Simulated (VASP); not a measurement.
# KBr (Fm-3m) in VASP: single point with PBEsol

Aim: the single point of KBr with PBEsol.

Program: VASP 6.6.1. These are calculated values, not measurements. Logs are shortened: lines on timing, memory, paths and dates and some standing lists are left out, and cuts for length are marked.

## (1) The cell of the first run

It takes space group Fm-3m (No. 225, cubic). The conventional cell has a = 6.600 Å, b = 6.600 Å, c = 6.600 Å, α = 90.00°, β = 90.00°, γ = 90.00°. K (site symmetry m-3m) has 6 Br at 3.30 Å within 4.3 Å. Within 4.3 Å of Br (site symmetry m-3m) lie 6 K at 3.30 Å.

## (2) Single point, PBEsol

The input, INCAR:

```
ALGO     = Normal         # electronic algorithm
EDIFF    = 1E-7           # SCF threshold, eV
ENCUT    = 520            # plane-wave cutoff, eV
GGA      = PS             # functional
ISIF     = 2              # what is computed and relaxed
ISMEAR   = 0              # smearing method
LASPH    = True           # aspherical terms in the spheres
LCHARG   = False          # write CHGCAR
LREAL    = False          # projectors in reciprocal space
LWAVE    = False          # write WAVECAR
NBANDS   = 15             # bands
NELM     = 60             # most SCF steps
PREC     = Accurate       # precision mode
SIGMA    = 0.01           # smearing width, eV
```

The input, KPOINTS:

```
k-points
0
Gamma
  6 6 6
```

The input, POSCAR:

```
KBr
1.0
    0.0000000000      3.3000000000      3.3000000000
    3.3000000000      0.0000000000      3.3000000000
    3.3000000000      3.3000000000      0.0000000000
K Br
1 1
Direct
    0.0000000000      0.0000000000      0.0000000000
    0.5000000000      0.5000000000      0.5000000000
```

Potentials or basis: VASP PAW PBE potentials, release 64 (K_sv, Br).

Command:

```
cat potpaw_PBE.64/K_sv/POTCAR potpaw_PBE.64/Br/POTCAR > POTCAR
mpirun -np 1 vasp_std > vasp.out
```

OUTCAR:

```text
EDIFF = 1E-7
   ENCUT = 520
   GGA = PS
   ISIF = 2
   ISMEAR = 0
   LASPH = True
   LREAL = False
   NELM = 60
   PREC = Accurate

 ion  position               nearest neighbor table
   1  0.000  0.000  0.000-   2 3.30   2 3.30   2 3.30   2 3.30   2 3.30   2 3.30
   2  0.500  0.500  0.500-   1 3.30   1 3.30   1 3.30   1 3.30   1 3.30   1 3.30

  LATTYP: Found a face centered cubic cell.
 ALAT       =     6.6000000000

  Lattice vectors:

 A1 = (   0.0000000000,   3.3000000000,   3.3000000000)
 A2 = (   3.3000000000,   0.0000000000,   3.3000000000)
 A3 = (   3.3000000000,   3.3000000000,   0.0000000000)

Analysis of symmetry for initial positions (statically):
=====================================================================
 Subroutine PRICEL returns:
 Original cell was already a primitive cell.

 Routine SETGRP: Setting up the symmetry group for a
 face centered cubic supercell.

 Subroutine GETGRP returns: Found 48 space group operations
 (whereof 48 operations were pure point group operations)
 out of a pool of 48 trial point group operations.

The static configuration has the point symmetry O_h .

Analysis of symmetry for dynamics (positions and initial velocities):
=====================================================================
 Subroutine PRICEL returns:
 Original cell was already a primitive cell.

 Routine SETGRP: Setting up the symmetry group for a
 face centered cubic supercell.

 Subroutine GETGRP returns: Found 48 space group operations
 (whereof 48 operations were pure point group operations)
 out of a pool of 48 trial point group operations.

The dynamic configuration has the point symmetry O_h .

 Subroutine INISYM returns: Found 48 space group operations
 (whereof 48 operations are pure point group operations),
 and found     1 'primitive' translations

----------------------------------------------------------------------------------------

                                     Primitive cell

  volume of cell :      71.8740

  direct lattice vectors                    reciprocal lattice vectors
     0.000000000  3.300000000  3.300000000    -0.151515152  0.151515152  0.151515152
     3.300000000  0.000000000  3.300000000     0.151515152 -0.151515152  0.151515152
     3.300000000  3.300000000  0.000000000     0.151515152  0.151515152 -0.151515152

  length of vectors
     4.666904756  4.666904756  4.666904756     0.262431941  0.262431941  0.262431941

  position of ions in fractional coordinates (direct lattice)
     0.000000000  0.000000000  0.000000000
     0.500000000  0.500000000  0.500000000

  ion indices of the primitive-cell ions
   primitive index   ion index
                 1           1
[... 77 lines left out ...]
   EMIN   =  10.00;   EMAX   =-10.00  energy-range for DOS
   EFERMI =   0.00;   METHOD = LEGACY
   ISMEAR =     0;   SIGMA  =   0.01  broadening in eV -4-tet -1-fermi 0-gaus
   EFERMI_NEDOS =   21; number of points for ismear=-14 and -15
   IALGO  =     38    algorithm
   IMIX   =      4    mixing-type and parameters
     AMIX     =   0.40;   BMIX     =  1.00
     AMIX_MAG =   1.60;   BMIX_MAG =  1.00
  volume/ion in A,a.u.               =      35.94       242.51
  Fermi-wavevector in a.u.,A,eV,Ry     =   0.992181  1.874950 13.393889  0.984423
  Thomas-Fermi vector in A             =   2.123975
   LORBIT       =      0    0 simple, 1 ext, 2 COOP (PROOUT), +10 PAW based schemes
   GGA     = PS    functional components
   LHFCALC =     F    Hartree Fock is set to
   AEXX    =    0.0000 exact exchange contribution
   IVDW    =     0    specifies the selected vdW correction
   LEPSILON=     F    determine dielectric tensor
   LRPA    =     F    only Hartree local field effects (RPA)
 non-spin polarized calculation
 Gauss-broadening in eV      SIGMA  =   0.01
  energy-cutoff  :      520.00
  volume of cell :       71.87
 maximum number of plane-waves:      1964
   NGX = 17   NGY = 17   NGZ = 17

 number of electron      15.9999997 magnetization

 Free energy of the ion-electron system (eV)
  ---------------------------------------------------
  ext. energy  EPLUGINS =         0.00000000
  ---------------------------------------------------
  free energy    TOTEN  =        -6.45880365 eV

  energy without entropy =       -6.45880365  energy(sigma->0) =       -6.45880365

 E-fermi :  -1.7717     XC(G=0):  -7.5455

 val. band max:       -1.8264695963   @ k =   0.0000   0.0000   0.0000
 cond. band min:       2.4522738336   @ k =   0.0000   0.0000   0.0000
 fundamental gap:      4.2787434299
 Fermi energy:        -1.7717200263

 k-point     1 :       0.0000    0.0000    0.0000
  band No.  band energies     occupation
      1     -29.4388      2.00000
      2     -14.1328      2.00000
      3     -12.9814      2.00000
      4     -12.9814      2.00000
      5     -12.9814      2.00000
      6      -1.8265      2.00000
      7      -1.8265      2.00000
      8      -1.8265      2.00000
      9       2.4523      0.00000
     10       5.7024      0.00000
     11       5.7024      0.00000
     12       5.7024      0.00000
     13       6.5406      0.00000
     14       6.5406      0.00000
[... 257 lines left out ...]
      2     -14.1019      2.00000
      3     -13.0616      2.00000
      4     -13.0330      2.00000
      5     -12.9231      2.00000
      6      -2.5513      2.00000
      7      -2.3136      2.00000
      8      -2.2856      2.00000
      9       4.6542      0.00000
     10       5.9975      0.00000
     11       6.3517      0.00000
     12       7.3435      0.00000
     13       8.1303      0.00000
     14       8.9702      0.00000
     15       9.4363      0.00000

------------------------ aborting loop because EDIFF is reached ----------------------------------------

  FORCE on cell =-STRESS in cart. coord.  units (eV):
  Direction    XX          YY          ZZ          XY          YZ          ZX
  --------------------------------------------------------------------------------------
  -------------------------------------------------------------------------------------
  Total       -0.1266971     -0.1266971     -0.1266971      0.0000000      0.0000000      0.0000000
  in kB       -2.8242652     -2.8242652     -2.8242652      0.0000000      0.0000000      0.0000000
  external PRESSURE =      -2.8242652 kB  Pullay stress =       0.0000000 kB

 VOLUME and BASIS-vectors are now :
 -----------------------------------------------------------------------------
  energy-cutoff  :      520.00
  volume of cell :       71.87
      direct lattice vectors                 reciprocal lattice vectors
     0.000000000  3.300000000  3.300000000    -0.151515152  0.151515152  0.151515152
     3.300000000  0.000000000  3.300000000     0.151515152 -0.151515152  0.151515152
     3.300000000  3.300000000  0.000000000     0.151515152  0.151515152 -0.151515152

 POSITION                                       TOTAL-FORCE (eV/Angst)
 -----------------------------------------------------------------------------------
      0.00000      0.00000      0.00000         0.000000     -0.000000     -0.000000
      3.30000      3.30000      3.30000         0.000000      0.000000      0.000000
 -----------------------------------------------------------------------------------
    total drift:                                0.000000      0.000000      0.000000

  FREE ENERGIE OF THE ION-ELECTRON SYSTEM (eV)
  ---------------------------------------------------
  free  energy   TOTEN  =        -6.4588036500 eV

  energy  without entropy=       -6.4588036500  energy(sigma->0) =       -6.45880365
```

OSZICAR:

```text
N       E                     dE             d eps       ncg     rms          rms(c)
DAV:   1     0.100204168016E+03    0.10020E+03   -0.68060E+03   480   0.929E+02
DAV:   2    -0.458842802321E+00   -0.10066E+03   -0.92203E+02   641   0.224E+02
DAV:   3    -0.639062679413E+01   -0.59318E+01   -0.58981E+01   634   0.500E+01
DAV:   4    -0.662287465915E+01   -0.23225E+00   -0.23215E+00   744   0.836E+00
DAV:   5    -0.662451907997E+01   -0.16444E-02   -0.16444E-02   648   0.792E-01    0.304E+00
DAV:   6    -0.646351003015E+01    0.16101E+00   -0.19902E-01   585   0.225E+00    0.226E+00
DAV:   7    -0.645073020705E+01    0.12780E-01   -0.91293E-02   641   0.165E+00    0.108E+00
DAV:   8    -0.645802594924E+01   -0.72957E-02   -0.11019E-02   597   0.759E-01    0.137E-01
DAV:   9    -0.645845016228E+01   -0.42421E-03   -0.45388E-04   627   0.127E-01    0.749E-02
DAV:  10    -0.645879707699E+01   -0.34691E-03   -0.38429E-04   515   0.109E-01    0.207E-02
DAV:  11    -0.645880098305E+01   -0.39061E-05   -0.15598E-05   690   0.199E-02    0.555E-03
DAV:  12    -0.645880356785E+01   -0.25848E-05   -0.29879E-06   522   0.114E-02    0.663E-03
DAV:  13    -0.645880365001E+01   -0.82157E-07   -0.55461E-07   634   0.370E-03
   1 F= -.64588037E+01 E0= -.64588037E+01  d E =-.751614E-17
```

Run time: 41 s. Hardware: 1 thread of Intel Xeon 8259CL, shared host; peak memory 0.21 GiB.

Results:

| Property | Result |
| --- | --- |
| Free energy | -6.4588 eV |
| Pressure | -0.3 GPa |
| Band gap on the k mesh | 4.28 eV |

Caveat: the PAW data sets were made with another functional, which shifts forces and pressure a little.
